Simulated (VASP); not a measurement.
# CoSi2 in VASP: notebook

The runs below take CoSi2 through single point, with PBEsol.

Program: VASP 6.6.1. These are calculated values, not measurements. Logs are shortened: lines on timing, memory, paths and dates and some standing lists are left out, and cuts for length are marked.

### Step 1. The cell of the first run

The cell holds a slab with vacuum, 12 atoms: a = 3.757 Å, b = 5.313 Å, c = 22.635 Å, α = 90.00°, β = 90.00°, γ = 90.00°.

### Step 2. Single point, PBEsol

Contents of INCAR:

```
SYSTEM = CoSi2
PREC     = Accurate       ! precision mode
ENCUT    = 520            ! plane-wave cutoff, eV
EDIFF    = 1E-7           ! SCF threshold, eV
ISMEAR   = 0              ! smearing method
SIGMA    = 0.1            ! smearing width, eV
LREAL    = .FALSE.        ! projectors in reciprocal space
LASPH    = .TRUE.         ! aspherical terms in the spheres
NELM     = 80             ! most SCF steps
ALGO     = Normal         ! electronic algorithm
ISIF     = 2              ! what is computed and relaxed
LWAVE    = .FALSE.        ! write WAVECAR
LCHARG   = .FALSE.        ! write CHGCAR
LDIPOL   = .TRUE.       
IDIPOL   = 3            
DIPOL    = 0.5 0.5 0.500
GGA      = PS             ! functional
NBANDS   = 46             ! bands
```

Contents of KPOINTS:

```
Automatic mesh
0
G
  8 6 1
  0 0 0
```

Contents of POSCAR:

```
CoSi2
1.0
    3.7565103964      0.0000000000      0.0000000000
    0.0000000000      5.3125079497      0.0000000000
    0.0000000000      0.0000000000     22.6347655945
Co Si
4 8
Direct
    0.5000000000      0.5000000000      0.3755285189
    0.0000000000      0.0000000000      0.4585095063
    0.5000000000      0.5000000000      0.5407830771
    0.0000000000      0.0000000000      0.6252710870
    0.0000000000      0.7500000000      0.3755285189
    0.0000000000      0.2500000000      0.3755285189
    0.5000000000      0.2500000000      0.4585095063
    0.5000000000      0.7500000000      0.4585095063
    0.0000000000      0.7520075772      0.5425426702
    0.0000000000      0.2479924228      0.5425426702
    0.5000000000      0.2493189577      0.6222897271
    0.5000000000      0.7506810423      0.6222897271
```

Potentials or basis: VASP PAW PBE potentials, release 64 (Co, Si).

The run is started by

```bash
$ cat potpaw_PBE.64/Co/POTCAR potpaw_PBE.64/Si/POTCAR > POTCAR
$ mpirun -np 1 vasp_std > vasp.out
```

OUTCAR:

```text
SYSTEM = CoSi2
   PREC = Accurate
   ENCUT = 520
   EDIFF = 1E-7
   ISMEAR = 0
   LREAL = .FALSE.
   LASPH = .TRUE.
   NELM = 80
   ISIF = 2
   GGA = PS

 ion  position               nearest neighbor table
   1  0.500  0.500  0.376-   5 2.30   6 2.30   5 2.30   6 2.30   7 2.30   8 2.30
   2  0.000  0.000  0.459-   7 2.30   8 2.30   7 2.30   8 2.30   5 2.30   6 2.30   9 2.31  10 2.31

   3  0.500  0.500  0.541-  11 2.28  12 2.28   7 2.29   8 2.29   9 2.31  10 2.31   9 2.31  10 2.31

   4  0.000  0.000  0.625-   9 2.29  10 2.29  11 2.30  12 2.30  11 2.30  12 2.30
   5  0.000  0.750  0.376-   1 2.30   1 2.30   2 2.30   6 2.66   6 2.66   8 2.66   8 2.66
   6  0.000  0.250  0.376-   1 2.30   1 2.30   2 2.30   5 2.66   5 2.66   7 2.66   7 2.66
   7  0.500  0.250  0.459-   3 2.29   2 2.30   2 2.30   1 2.30   8 2.66   8 2.66   6 2.66   6 2.66
                            10 2.67  10 2.67
   8  0.500  0.750  0.459-   3 2.29   2 2.30   2 2.30   1 2.30   7 2.66   7 2.66   5 2.66   5 2.66
                             9 2.67   9 2.67
   9  0.000  0.752  0.543-   4 2.29   3 2.31   3 2.31   2 2.31  12 2.61  12 2.61  10 2.63   8 2.67
                             8 2.67  10 2.68
  10  0.000  0.248  0.543-   4 2.29   3 2.31   3 2.31   2 2.31  11 2.61  11 2.61   9 2.63   7 2.67
                             7 2.67   9 2.68
  11  0.500  0.249  0.622-   3 2.28   4 2.30   4 2.30  10 2.61  10 2.61  12 2.65  12 2.66
  12  0.500  0.751  0.622-   3 2.28   4 2.30   4 2.30   9 2.61   9 2.61  11 2.65  11 2.66

  LATTYP: Found a simple orthorhombic cell.
 ALAT       =     3.7565103964
 B/A-ratio  =     1.4142135624
 C/A-ratio  =     6.0254766275

  Lattice vectors:

 A1 = (   3.7565103964,   0.0000000000,   0.0000000000)
 A2 = (   0.0000000000,   5.3125079497,   0.0000000000)
 A3 = (   0.0000000000,   0.0000000000,  22.6347655945)

Analysis of symmetry for initial positions (statically):
=====================================================================
 Subroutine PRICEL returns:
 Original cell was already a primitive cell.

 Routine SETGRP: Setting up the symmetry group for a
 simple orthorhombic supercell.

 Subroutine GETGRP returns: Found  4 space group operations
 (whereof  4 operations were pure point group operations)
 out of a pool of  8 trial point group operations.

The static configuration has the point symmetry C_2v.

Analysis of symmetry for dynamics (positions and initial velocities):
=====================================================================
 Subroutine PRICEL returns:
 Original cell was already a primitive cell.

 Routine SETGRP: Setting up the symmetry group for a
 simple orthorhombic supercell.

 Subroutine GETGRP returns: Found  4 space group operations
 (whereof  4 operations were pure point group operations)
 out of a pool of  8 trial point group operations.

The dynamic configuration has the point symmetry C_2v.

 Subroutine INISYM returns: Found  4 space group operations
 (whereof  4 operations are pure point group operations),
 and found     1 'primitive' translations

----------------------------------------------------------------------------------------

                                     Primitive cell

  volume of cell :     451.7105

  direct lattice vectors                    reciprocal lattice vectors
     3.756510396  0.000000000  0.000000000     0.266204508  0.000000000  0.000000000
     0.000000000  5.312507950  0.000000000     0.000000000  0.188235012  0.000000000
     0.000000000  0.000000000 22.634765594     0.000000000  0.000000000  0.044179826

  length of vectors
     3.756510396  5.312507950 22.634765594     0.266204508  0.188235012  0.044179826

  position of ions in fractional coordinates (direct lattice)
     0.500000000  0.500000000  0.375528519
     0.000000000  0.000000000  0.458509506
     0.500000000  0.500000000  0.540783077
     0.000000000  0.000000000  0.625271087
     0.000000000  0.750000000  0.375528519
     0.000000000  0.250000000  0.375528519
     0.500000000  0.250000000  0.458509506
     0.500000000  0.750000000  0.458509506
     0.000000000  0.752007577  0.542542670
     0.000000000  0.247992423  0.542542670
     0.500000000  0.249318958  0.622289727
     0.500000000  0.750681042  0.622289727

  ion indices of the primitive-cell ions
   primitive index   ion index
                 1           1
                 2           2
                 3           3
                 4           4
                 5           5
                 6           6
                 7           7
                 8           8
                 9           9
                10          10
                11          11
                12          12

----------------------------------------------------------------------------------------

 KPOINTS: Automatic mesh

Automatic generation of k-mesh.
 Grid dimensions read from file:
 generate k-points for:    8    6    1

 Generating k-lattice:

  Cartesian coordinates                     Fractional coordinates (reciprocal lattice)
     0.033275563  0.000000000  0.000000000     0.125000000  0.000000000  0.000000000
     0.000000000  0.031372502  0.000000000     0.000000000  0.166666667  0.000000000
     0.000000000  0.000000000  0.044179826     0.000000000  0.000000000  1.000000000

  Length of vectors
     0.033275563  0.031372502  0.044179826

  Shift w.r.t. Gamma in fractional coordinates (k-lattice)
     0.000000000  0.000000000  0.000000000

 Subroutine IBZKPT returns following result:
 ===========================================

 Found     20 irreducible k-points:

 Following reciprocal coordinates:
            Coordinates               Weight
  0.000000  0.000000  0.000000      1.000000
  0.125000  0.000000  0.000000      2.000000
  0.250000  0.000000  0.000000      2.000000
  0.375000  0.000000  0.000000      2.000000
  0.500000  0.000000  0.000000      1.000000
  0.000000  0.166667  0.000000      2.000000
[... 12 lines left out ...]
  0.375000  0.500000  0.000000      2.000000
  0.500000  0.500000  0.000000      1.000000
   k-points           NKPTS =     20   k-points in BZ     NKDIM =     20   number of bands    NBANDS=     46
   number of dos      NEDOS =    301   number of ions     NIONS =     12
   total plane-waves  NPLWV = 188160
   dimension x,y,z NGX =    28 NGY =   40 NGZ =  168
   dimension x,y,z NGXF=    56 NGYF=   80 NGZF=  336
   ions per type =               4   8
   NGX,Y,Z   is equivalent  to a cutoff of  12.39, 12.52, 12.34 a.u.
   NGXF,Y,Z  is equivalent  to a cutoff of  24.78, 25.03, 24.68 a.u.
 SYSTEM =  CoSi2
   PREC   = accura    normal or accurate (medium, high low for compatibility)
   ISTART =      0    job   : 0-new  1-cont  2-samecut
   ICHARG =      2    charge: 1-file 2-atom 10-const
   ISPIN  =      1    spin polarized calculation?
   LNONCOLLINEAR =      F non collinear calculations
   LSORBIT =      F    spin-orbit coupling
   LASPH  =      T    aspherical Exc in radial PAW
   ENCUT  =  520.0 eV  38.22 Ry    6.18 a.u.   6.98  9.88 42.09*2*pi/ulx,y,z
   NELM   =     80;   NELMIN=  2; NELMDL= -5     # of ELM steps
   EDIFF  = 0.1E-06   stopping-criterion for ELM
   LREAL  =      F    real-space projection
   EDIFFG = 0.1E-05   stopping-criterion for IOM
   NSW    =      0    number of steps for IOM
   IBRION =     -1    ionic relax: 0-MD 1-quasi-New 2-CG
   NFREE  =      0    steps in history (QN), initial steepest desc. (CG)
   ISIF   =      2    stress and relaxation
   ISYM   =      2    0-nonsym 1-usesym 2-fastsym
   POTIM  = 0.5000    time-step for ionic-motion
   TEBEG  =    0.0;   TEEND  =   0.0 temperature during run
   PSTRESS=    0.0 pullay stress
   NELECT =      68.0000    total number of electrons
   NUPDOWN=      -1.0000    fix difference up-down
   EMIN   =  10.00;   EMAX   =-10.00  energy-range for DOS
   EFERMI =   0.00;   METHOD = LEGACY
   ISMEAR =     0;   SIGMA  =   0.10  broadening in eV -4-tet -1-fermi 0-gaus
   EFERMI_NEDOS =   21; number of points for ismear=-14 and -15
   IALGO  =     38    algorithm
   IMIX   =      4    mixing-type and parameters
     AMIX     =   0.40;   BMIX     =  1.00
     AMIX_MAG =   1.60;   BMIX_MAG =  1.00
  volume/ion in A,a.u.               =      37.64       254.02
  Fermi-wavevector in a.u.,A,eV,Ry     =   0.870879  1.645722 10.319066  0.758430
  Thomas-Fermi vector in A             =   1.989907
   LORBIT       =      0    0 simple, 1 ext, 2 COOP (PROOUT), +10 PAW based schemes
   GGA     = PS    functional components
   LHFCALC =     F    Hartree Fock is set to
   AEXX    =    0.0000 exact exchange contribution
   IVDW    =     0    specifies the selected vdW correction
   LEPSILON=     F    determine dielectric tensor
   LRPA    =     F    only Hartree local field effects (RPA)
 non-spin polarized calculation
 Gauss-broadening in eV      SIGMA  =   0.10
  energy-cutoff  :      520.00
  volume of cell :      451.71
 maximum number of plane-waves:     12222
 NGX is ok and might be reduce to    28
   NGX = 13   NGY = 19   NGZ = 85

 dipolmoment           0.000000      0.000000      0.014536 electrons x Angstroem

 number of electron      67.9999985 magnetization

 dipolmoment           0.000000      0.000000     -0.002283 electrons x Angstroem

 Free energy of the ion-electron system (eV)
  ---------------------------------------------------
  ext. energy  EPLUGINS =         0.00000000
  ---------------------------------------------------
  free energy    TOTEN  =       -78.95109364 eV

  energy without entropy =      -78.91315314  energy(sigma->0) =      -78.93212339

 E-fermi :   0.1219     XC(G=0):  -4.8351

 val. band max:        0.1115328632   @ k =   0.5000   0.3333   0.0000
 cond. band min:       0.1365030533   @ k =   0.1250   0.1667   0.0000
 fundamental gap:      0.0249701901
 Fermi energy:         0.1218930202

 k-point     1 :       0.0000    0.0000    0.0000
  band No.  band energies     occupation
      1     -12.6621      2.00000
      2     -11.1927      2.00000
      3      -8.9534      2.00000
      4      -8.5658      2.00000
      5      -7.3635      2.00000
      6      -6.9922      2.00000
[... 38 lines left out ...]
     45       4.2969      0.00000
     46       4.3769      0.00000

 k-point     2 :       0.1250    0.0000    0.0000
  band No.  band energies     occupation
      1     -12.5023      2.00000
      2     -11.0392      2.00000
      3      -8.8302      2.00000
      4      -8.4472      2.00000
      5      -7.2641      2.00000
      6      -7.0587      2.00000
[... 38 lines left out ...]
     45       4.4041      0.00000
     46       4.5164      0.00000

 k-point     3 :       0.2500    0.0000    0.0000
  band No.  band energies     occupation
      1     -12.0277      2.00000
      2     -10.5874      2.00000
      3      -8.5203      2.00000
      4      -8.0971      2.00000
      5      -7.7497      2.00000
      6      -6.9803      2.00000
[... 822 lines left out ...]
     45       4.2135      0.00000
     46       4.2167      0.00000

 k-point    20 :       0.5000    0.5000    0.0000
  band No.  band energies     occupation
      1      -9.3260      2.00000
      2      -9.2859      2.00000
      3      -8.8644      2.00000
      4      -8.8149      2.00000
      5      -7.9810      2.00000
      6      -7.9736      2.00000
[... 38 lines left out ...]
     45       3.8632      0.00000
     46       3.9760      0.00000

------------------------ aborting loop because EDIFF is reached ----------------------------------------

 vacuum level on the upper side and lower side of the slab       (xc-potential included)        -0.076        -0.055

  FORCE on cell =-STRESS in cart. coord.  units (eV):
  Direction    XX          YY          ZZ          XY          YZ          ZX
  --------------------------------------------------------------------------------------
  -------------------------------------------------------------------------------------
  Total       -5.8983379     -4.5118695     -0.8340751      0.0000000      0.0000000      0.0000000
  in kB      -20.9208846    -16.0032032     -2.9583910      0.0000000      0.0000000      0.0000000
  external PRESSURE =     -13.2941596 kB  Pullay stress =       0.0000000 kB

 VOLUME and BASIS-vectors are now :
 -----------------------------------------------------------------------------
  energy-cutoff  :      520.00
  volume of cell :      451.71
      direct lattice vectors                 reciprocal lattice vectors
     3.756510396  0.000000000  0.000000000     0.266204508  0.000000000  0.000000000
     0.000000000  5.312507950  0.000000000     0.000000000  0.188235012  0.000000000
     0.000000000  0.000000000 22.634765594     0.000000000  0.000000000  0.044179826

 POSITION                                       TOTAL-FORCE (eV/Angst)
 -----------------------------------------------------------------------------------
      1.87826      2.65625      8.50000        -0.000000      0.000000     -0.140114
      0.00000      0.00000     10.37826        -0.000000      0.000000      0.240033
      1.87826      2.65625     12.24050        -0.000000      0.000000     -0.020756
      0.00000      0.00000     14.15286        -0.000000      0.000000      0.034807
      0.00000      3.98438      8.50000        -0.000000      0.058284      0.322677
      0.00000      1.32813      8.50000        -0.000000     -0.058284      0.322677
      1.87826      1.32813     10.37826        -0.000000      0.054909     -0.381353
      1.87826      3.98438     10.37826        -0.000000     -0.054909     -0.381353
      0.00000      3.99505     12.28033         0.000000     -0.008755     -0.007045
      0.00000      1.31746     12.28033        -0.000000      0.008755     -0.007045
      1.87826      1.32451     14.08538        -0.000000      0.017201      0.008735
      1.87826      3.98800     14.08538        -0.000000     -0.017201      0.008735
 -----------------------------------------------------------------------------------
    total drift:                                0.000000     -0.000000     -0.000234

  FREE ENERGIE OF THE ION-ELECTRON SYSTEM (eV)
  ---------------------------------------------------
  free  energy   TOTEN  =       -78.9510936355 eV

  energy  without entropy=      -78.9131531350  energy(sigma->0) =      -78.93212339

 vacuum level on the upper side and lower side of the slab         5.072         5.094
```

It took 24 min on 1 thread of Intel Xeon 8259CL, shared host; peak memory 0.65 GiB.

What came out:

```yaml
Free_energy: -78.9511 eV
Largest_force: 0.385 eV/Å
Band_gap_on_the_k_mesh: zero (bands 34 and 35 overlap by 0.59 eV)
```

Forces in eV/Å, atoms in the order of the input:
```
Co   0.000  0.000 -0.140
Co   0.000  0.000  0.240
Co   0.000  0.000 -0.021
Co   0.000  0.000  0.035
Si   0.000  0.058  0.323
Si   0.000 -0.058  0.323
Si   0.000  0.055 -0.381
Si   0.000 -0.055 -0.381
Si   0.000 -0.009 -0.007
Si   0.000  0.009 -0.007
Si   0.000  0.017  0.009
Si   0.000 -0.017  0.009
```

Levels at points of the mesh, in eV from the Fermi level:
```tsv
k point	band 31	band 32	band 33	band 34	band 35	band 36	band 37	band 38
(0.00, 0.00, 0.00)	-1.04	-0.78	-0.29	0.36	1.39	1.62	2.08	2.63
(0.50, 0.00, 0.00)	-1.15	-1.08	-0.65	-0.64	0.22	0.23	0.99	1.04
(0.00, 0.50, 0.00)	-0.18	-0.17	0.19	0.27	0.29	0.36	0.98	0.99
(0.50, 0.50, 0.00)	-0.71	-0.68	-0.59	-0.41	-0.17	-0.13	1.60	1.64
```

Caveat: the PAW data sets were made with another functional, which shifts forces and pressure a little; the run has no spin polarisation, though such a crystal can be magnetic.

### Step 3. Single point, PBEsol

Contents of INCAR:

```
PREC = Accurate
ENCUT = 520
EDIFF = 1E-6
ISMEAR = 0
SIGMA = 0.1
LREAL = F
LASPH = T
NELM = 60
ALGO = Normal
ISIF = 2
LWAVE = F
LCHARG = F
LDIPOL = T
IDIPOL = 3
DIPOL = 0.5 0.5 0.500
GGA = PS
NBANDS = 46
```

Contents of KPOINTS:

```
regular mesh
0
Gamma
  8 6 1
```

Contents of POSCAR:

```
CoSi2
1.0
    3.7565103784      0.0000000000      0.0000000000
    0.0000000000      5.3125079244      0.0000000000
    0.0000000000      0.0000000000     22.6347655676
Co Si
4 8
Direct
    0.5000000000      0.5000000000      0.3755285194
    0.0000000000      0.0000000000      0.4585095065
    0.5000000000      0.5000000000      0.5407830683
    0.0000000000      0.0000000000      0.6252711156
    0.0000000000      0.7500000000      0.3755285194
    0.0000000000      0.2500000000      0.3755285194
    0.5000000000      0.2500000000      0.4585095065
    0.5000000000      0.7500000000      0.4585095065
    0.0000000000      0.7520075684      0.5425426755
    0.0000000000      0.2479924316      0.5425426755
    0.5000000000      0.2493189668      0.6222897442
    0.5000000000      0.7506810332      0.6222897442
```

Potentials or basis: VASP PAW PBE potentials, release 64 (Co, Si).

The run is started by

```bash
$ cat potpaw_PBE.64/Co/POTCAR potpaw_PBE.64/Si/POTCAR > POTCAR
$ mpirun -np 1 vasp_std > vasp.out
```

It took 15 min on 1 thread of Intel Xeon Platinum 8259CL at 2.50GHz (Skylake/Cascade Lake), shared host; peak memory 0.65 GiB.

Results (log left out):

* Free energy: -78.9511 eV
* Largest force: 0.385 eV/Å
* Band gap on the k mesh: zero (bands 34 and 35 overlap by 0.59 eV)

Forces in eV/Å, atoms in the order of the input:
```
Co   0.000  0.000 -0.140
Co   0.000  0.000  0.240
Co   0.000  0.000 -0.021
Co   0.000  0.000  0.035
Si   0.000  0.058  0.323
Si   0.000 -0.058  0.323
Si   0.000  0.055 -0.381
Si   0.000 -0.055 -0.381
Si   0.000 -0.009 -0.007
Si   0.000  0.009 -0.007
Si   0.000  0.017  0.009
Si   0.000 -0.017  0.009
```

Levels at points of the mesh, in eV from the Fermi level:
| k point | band 31 | band 32 | band 33 | band 34 | band 35 | band 36 | band 37 | band 38 |
| --- | --- | --- | --- | --- | --- | --- | --- | --- |
| (0.00, 0.00, 0.00) | -1.04 | -0.78 | -0.29 | 0.36 | 1.39 | 1.62 | 2.08 | 2.63 |
| (0.50, 0.00, 0.00) | -1.15 | -1.08 | -0.65 | -0.64 | 0.22 | 0.23 | 0.99 | 1.04 |
| (0.00, 0.50, 0.00) | -0.18 | -0.17 | 0.19 | 0.27 | 0.29 | 0.36 | 0.98 | 0.99 |
| (0.50, 0.50, 0.00) | -0.71 | -0.68 | -0.59 | -0.41 | -0.17 | -0.13 | 1.60 | 1.64 |

Caveat: the PAW data sets were made with another functional, which shifts forces and pressure a little; the run has no spin polarisation, though such a crystal can be magnetic.
